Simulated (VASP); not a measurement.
# Cs (Im-3m) in VASP: single point with PBE

Aim: the single point of Cs with PBE.

Program: VASP 6.6.1. These are calculated values, not measurements. Logs are shortened: lines on timing, memory, paths and dates and some standing lists are left out, and cuts for length are marked.

## Step 1: The cell of the first run

Symmetry: Im-3m, No. 229, cubic system. Conventional cell: a = 6.154 Å, b = 6.154 Å, c = 6.154 Å, α = 90.00°, β = 90.00°, γ = 90.00°.

## Step 2: Single point, PBE, non-collinear spin, zero start, spin-orbit coupling

INCAR

```
SYSTEM = Cs
ALGO = Normal
EDIFF = 1E-6
ENCUT = 520
GGA = PE
GGA_COMPAT = .False.
ISIF = 2
ISMEAR = -1
LASPH = .True.
LCHARG = .False.
LORBIT = 11
LORBMOM = .True.
LREAL = .False.
LSORBIT = .True.
LWAVE = .False.
MAGMOM = 0 0 0
NBANDS = 20
NELM = 150
PREC = Accurate
SIGMA = 0.05
```

KPOINTS

```
k-points
0
Gamma
  10 10 10
  0 0 0
```

POSCAR

```
Cs
1.0
   -3.0771560441      3.0771560441      3.0771560441
    3.0771560441     -3.0771560441      3.0771560441
    3.0771560441      3.0771560441     -3.0771560441
Cs
1
Direct
    0.0000000000      0.0000000000      0.0000000000
```

Potentials or basis: VASP PAW PBE potentials, release 64 (Cs_sv).

Launch:

```sh
> cat potpaw_PBE.64/Cs_sv/POTCAR > POTCAR
> mpirun -np 1 vasp_ncl > vasp.out
```

OUTCAR:

```text
SYSTEM = Cs
   EDIFF = 1E-6
   ENCUT = 520
   GGA = PE
   ISIF = 2
   ISMEAR = -1
   LASPH = .True.
   LORBIT = 11
   LREAL = .False.
   LSORBIT = .True.
   NELM = 150
   PREC = Accurate

 ion  position               nearest neighbor table
   1  0.000  0.000  0.000-

  LATTYP: Found a body centered cubic cell.
 ALAT       =     6.1543120882

  Lattice vectors:

 A1 = (  -3.0771560441,   3.0771560441,   3.0771560441)
 A2 = (   3.0771560441,  -3.0771560441,   3.0771560441)
 A3 = (   3.0771560441,   3.0771560441,  -3.0771560441)

Analysis of symmetry for initial positions (statically):
=====================================================================
 Subroutine PRICEL returns:
 Original cell was already a primitive cell.

 Routine SETGRP: Setting up the symmetry group for a
 body centered cubic supercell.

 Subroutine GETGRP returns: Found 48 space group operations
 (whereof 48 operations were pure point group operations)
 out of a pool of 48 trial point group operations.

The static configuration has the point symmetry O_h .

Analysis of symmetry for dynamics (positions and initial velocities):
=====================================================================
 Subroutine PRICEL returns:
 Original cell was already a primitive cell.

 Routine SETGRP: Setting up the symmetry group for a
 body centered cubic supercell.

 Subroutine GETGRP returns: Found 48 space group operations
 (whereof 48 operations were pure point group operations)
 out of a pool of 48 trial point group operations.

The dynamic configuration has the point symmetry O_h .

Analysis of structural, dynamic, and magnetic symmetry:
=====================================================================
 Subroutine PRICEL returns:
 Original cell was already a primitive cell.

 Routine SETGRP: Setting up the symmetry group for a
 body centered cubic supercell.

 Subroutine GETGRP returns: Found 48 space group operations
 (whereof 48 operations were pure point group operations)
 out of a pool of 48 trial point group operations.

The overall configuration has the point symmetry O_h .

 Subroutine INISYM returns: Found 48 space group operations
 (whereof 48 operations are pure point group operations),
 and found     1 'primitive' translations

----------------------------------------------------------------------------------------

                                     Primitive cell

  volume of cell :     116.5490

  direct lattice vectors                    reciprocal lattice vectors
    -3.077156044  3.077156044  3.077156044     0.000000000  0.162487697  0.162487697
     3.077156044 -3.077156044  3.077156044     0.162487697  0.000000000  0.162487697
     3.077156044  3.077156044 -3.077156044     0.162487697  0.162487697  0.000000000

  length of vectors
     5.329790611  5.329790611  5.329790611     0.229792305  0.229792305  0.229792305

  position of ions in fractional coordinates (direct lattice)
     0.000000000  0.000000000  0.000000000

  ion indices of the primitive-cell ions
   primitive index   ion index
                 1           1

----------------------------------------------------------------------------------------

 KPOINTS: k-points

Automatic generation of k-mesh.
 Grid dimensions read from file:
 generate k-points for:   10   10   10

 Generating k-lattice:

  Cartesian coordinates                     Fractional coordinates (reciprocal lattice)
     0.000000000  0.016248770  0.016248770     0.100000000  0.000000000  0.000000000
     0.016248770  0.000000000  0.016248770     0.000000000  0.100000000  0.000000000
     0.016248770  0.016248770  0.000000000     0.000000000  0.000000000  0.100000000

  Length of vectors
     0.022979231  0.022979231  0.022979231

  Shift w.r.t. Gamma in fractional coordinates (k-lattice)
[... 41 lines left out ...]
   NGXF,Y,Z  is equivalent  to a cutoff of  24.95, 24.95, 24.95 a.u.
 SYSTEM =  Cs
   PREC   = accura    normal or accurate (medium, high low for compatibility)
   ISTART =      0    job   : 0-new  1-cont  2-samecut
   ICHARG =      2    charge: 1-file 2-atom 10-const
   ISPIN  =      1    spin polarized calculation?
   LNONCOLLINEAR =      T non collinear calculations
   LSORBIT =      T    spin-orbit coupling
   LASPH  =      T    aspherical Exc in radial PAW
   ENCUT  =  520.0 eV  38.22 Ry    6.18 a.u.   9.91  9.91  9.91*2*pi/ulx,y,z
   NELM   =    150;   NELMIN=  2; NELMDL= -5     # of ELM steps
   EDIFF  = 0.1E-05   stopping-criterion for ELM
   LREAL  =      F    real-space projection
   EDIFFG = 0.1E-04   stopping-criterion for IOM
   NSW    =      0    number of steps for IOM
   IBRION =     -1    ionic relax: 0-MD 1-quasi-New 2-CG
   NFREE  =      0    steps in history (QN), initial steepest desc. (CG)
   ISIF   =      2    stress and relaxation
   ISYM   =      2    0-nonsym 1-usesym 2-fastsym
   POTIM  = 0.5000    time-step for ionic-motion
   TEBEG  =    0.0;   TEEND  =   0.0 temperature during run
   PSTRESS=    0.0 pullay stress
   NELECT =       9.0000    total number of electrons
   NUPDOWN=      -1.0000    fix difference up-down
   EMIN   =  10.00;   EMAX   =-10.00  energy-range for DOS
   EFERMI =   0.00;   METHOD = LEGACY
   ISMEAR =    -1;   SIGMA  =   0.05  broadening in eV -4-tet -1-fermi 0-gaus
   EFERMI_NEDOS =   21; number of points for ismear=-14 and -15
   IALGO  =     38    algorithm
   IMIX   =      4    mixing-type and parameters
     AMIX     =   0.40;   BMIX     =  1.00
     AMIX_MAG =   1.60;   BMIX_MAG =  1.00
  volume/ion in A,a.u.               =     116.55       786.51
  Fermi-wavevector in a.u.,A,eV,Ry     =   0.697139  1.317402  6.612473  0.486003
  Thomas-Fermi vector in A             =   1.780384
   LORBIT       =     11    0 simple, 1 ext, 2 COOP (PROOUT), +10 PAW based schemes
   GGA     = PE    functional components
   LHFCALC =     F    Hartree Fock is set to
   AEXX    =    0.0000 exact exchange contribution
   IVDW    =     0    specifies the selected vdW correction
   LEPSILON=     F    determine dielectric tensor
   LRPA    =     F    only Hartree local field effects (RPA)
  energy-cutoff  :      520.00
  volume of cell :      116.55
 maximum number of plane-waves:      6344
   NGX = 19   NGY = 19   NGZ = 19

 number of electron       9.0000000 magnetization       0.0000000      0.0000000      0.0000000

 number of electron       9.0000002 magnetization      -0.0000000      0.0000000      0.0000000

 number of electron       9.0000002 magnetization       0.0000000     -0.0000000     -0.0000000

 Free energy of the ion-electron system (eV)
  ---------------------------------------------------
  ext. energy  EPLUGINS =         0.00000000
  ---------------------------------------------------
  free energy    TOTEN  =        -1.01670012 eV

  energy without entropy =       -1.00349367  energy(sigma->0) =       -1.01009689

 E-fermi :   0.4238     XC(G=0):  -5.3749

 val. band max:        0.3888231299   @ k =  -0.3000   0.3000   0.3000
 cond. band min:       0.4411164880   @ k =   0.3000   0.2000   0.0000
 fundamental gap:      0.0522933581
 Fermi energy:         0.4237785768

 k-point     1 :       0.0000    0.0000    0.0000
  band No.  band energies     occupation
      1     -23.4462      1.00000
      2     -23.4462      1.00000
      3     -11.2700      1.00000
      4     -11.2700      1.00000
      5      -9.6934      1.00000
      6      -9.6934      1.00000
[... 541 lines left out ...]
     19       4.0966      0.00000
     20       4.0966      0.00000

 [... further k-points ...]
[... 5 lines left out ...]
  --------------------------------------------------------------------------------------
  -------------------------------------------------------------------------------------
  Total       -0.0027020     -0.0027020     -0.0027020     -0.0000000     -0.0000000     -0.0000000
  in kB       -0.0371435     -0.0371435     -0.0371435     -0.0000000     -0.0000000     -0.0000000
  external PRESSURE =      -0.0371435 kB  Pullay stress =       0.0000000 kB

 VOLUME and BASIS-vectors are now :
 -----------------------------------------------------------------------------
  energy-cutoff  :      520.00
  volume of cell :      116.55
      direct lattice vectors                 reciprocal lattice vectors
    -3.077156044  3.077156044  3.077156044     0.000000000  0.162487697  0.162487697
     3.077156044 -3.077156044  3.077156044     0.162487697  0.000000000  0.162487697
     3.077156044  3.077156044 -3.077156044     0.162487697  0.162487697  0.000000000

 POSITION                                       TOTAL-FORCE (eV/Angst)
 -----------------------------------------------------------------------------------
      0.00000      0.00000      0.00000         0.000000      0.000000      0.000000
 -----------------------------------------------------------------------------------
    total drift:                               -0.000000     -0.000000     -0.000000

  FREE ENERGIE OF THE ION-ELECTRON SYSTEM (eV)
  ---------------------------------------------------
  free  energy   TOTEN  =        -1.0167001199 eV

  energy  without entropy=       -1.0034936664  energy(sigma->0) =       -1.01009689

 orbital moment (x)

 # of ion     p       d       tot
 ----------------------------------------
  1         0.000  -0.000  -0.000
 ----------------------------------------
            0.000  -0.000  -0.000

 orbital moment (y)

 # of ion     p       d       tot
 ----------------------------------------
  1         0.000   0.000   0.000
 ----------------------------------------
            0.000   0.000   0.000

 orbital moment (z)

 # of ion     p       d       tot
 ----------------------------------------
  1         0.000   0.000   0.000
 ----------------------------------------
            0.000   0.000   0.000

 Spin-Orbit-Coupling matrix elements

 Ion:    1  E_soc:     -0.3267768
 l=   1
     0.0000000    -0.0544607    -0.0544607
    -0.0544607     0.0000000    -0.0544607
    -0.0544607    -0.0544607     0.0000000
 l=   2
     0.0000000     0.0000004     0.0000000     0.0000004    -0.0000025
     0.0000004     0.0000000    -0.0000019     0.0000004    -0.0000006
     0.0000000    -0.0000019     0.0000000    -0.0000019     0.0000000
     0.0000004     0.0000004    -0.0000019     0.0000000    -0.0000006
    -0.0000025    -0.0000006     0.0000000    -0.0000006     0.0000000
 l=   3
     0.0000000     0.0000000     0.0000000     0.0000000     0.0000000     0.0000000     0.0000000
     0.0000000     0.0000000     0.0000000     0.0000000     0.0000000     0.0000000     0.0000000
     0.0000000     0.0000000     0.0000000     0.0000000     0.0000000     0.0000000     0.0000000
     0.0000000     0.0000000     0.0000000     0.0000000     0.0000000     0.0000000     0.0000000
     0.0000000     0.0000000     0.0000000     0.0000000     0.0000000     0.0000000     0.0000000
     0.0000000     0.0000000     0.0000000     0.0000000     0.0000000     0.0000000     0.0000000
     0.0000000     0.0000000     0.0000000     0.0000000     0.0000000     0.0000000     0.0000000

 total charge

# of ion       s       p       d       tot
------------------------------------------
    1        1.855   4.680   0.009   6.544

 magnetization (x)

# of ion       s       p       d       tot
------------------------------------------
    1        0.000   0.000   0.000   0.000

 magnetization (y)

# of ion       s       p       d       tot
------------------------------------------
    1        0.000  -0.000  -0.000  -0.000

 magnetization (z)

# of ion       s       p       d       tot
------------------------------------------
    1        0.000  -0.000   0.000   0.000
```

It took 93 s on 1 thread of Intel Xeon 6975P-C (Granite Rapids), shared host; peak memory 0.55 GiB.

What came out:

```yaml
Free_energy: -1.0167 eV
Pressure: 0.0 GPa
Net_moment: 0.00 μB per cell
Valence_electrons_inside_the_program's_atomic_spheres: Cs 6.54
```

Moments on the atoms (μB; x, y, z):
```
Cs  0.00 0.00 0.00
```
